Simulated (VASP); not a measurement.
A run of VASP 6.6.1 is set up as follows.

File INCAR:

```
SYSTEM = MgO
PREC = Accurate ; ENCUT = 520
EDIFF = 1E-6 ; ISMEAR = 0
SIGMA = 0.05 ; LREAL = .False.
LASPH = .True. ; NELM = 100
ALGO = Normal ; ISIF = 2
LWAVE = .False. ; LCHARG = .False.
GGA = PE ; NBANDS = 11
```

Contents of KPOINTS:

```
Automatic mesh
0
Gamma
  14 14 14
  0 0 0
```

Contents of POSCAR:

```
MgO
1.0
    2.2928071734      0.0000000000      0.0000000000
    0.0000000000      2.2928071734      0.0000000000
    0.0000000000      0.0000000000      2.2928071734
Mg O
1 1
Direct
    0.0000000000      0.0000000000      0.0000000000
    0.5000000000      0.5000000000      0.5000000000
```

Potentials or basis: VASP PAW PBE potentials, release 64 (Mg, O).

Run with:

```bash
$ cat potpaw_PBE.64/Mg/POTCAR potpaw_PBE.64/O/POTCAR > POTCAR
$ mpirun -np 1 vasp_std > vasp.out
```

Question: Estimate the band gap on the k mesh.

Answer: 6.50 eV, direct.

Question: What does it give for the pressure?

Answer: 154.0 GPa.

 A k mesh can miss the band edges.
